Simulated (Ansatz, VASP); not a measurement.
Ge in VASP and in Ansatz

```xyz
2
Lattice="-2.4430 2.4463 1.3435 2.4463 -2.4430 1.3435 2.4569 2.4569 -1.3375" Properties=species:S:1:pos:R:3 pbc="T T T"
Ge    0.0142    4.9028    0.0060
Ge    0.0075    2.4527    0.6747
```

Alike in both runs: task single point; functional PBEsol; k mesh 21 × 21 × 14; occupations fermi-dirac, width 0.1 eV; no spin polarisation.

|  | VASP | Ansatz |
| --- | --- | --- |
| version | VASP 6.6.1 | Ansatz 0.2.0 |
| potentials or method | VASP PAW PBE potentials, release 64 (Ge_d), cutoff 520 eV | plane waves (420 eV) with PAW, scalar-relativistic |
| valence electrons in the cell | 28 | 28 |

|  | VASP | Ansatz | Ansatz less VASP |
| --- | --- | --- | --- |
| pressure (GPa) | 13.5 | 13.6 | +0.11 |
| traceless stress, the component that is largest in VASP (GPa) | -0.32 | -0.32 | -0.001 |

VASP's potentials were made for PBE, not for PBEsol, and Ansatz warns of the same on its side. The functional is the same, so the differences come from potentials, cutoffs and numerics.
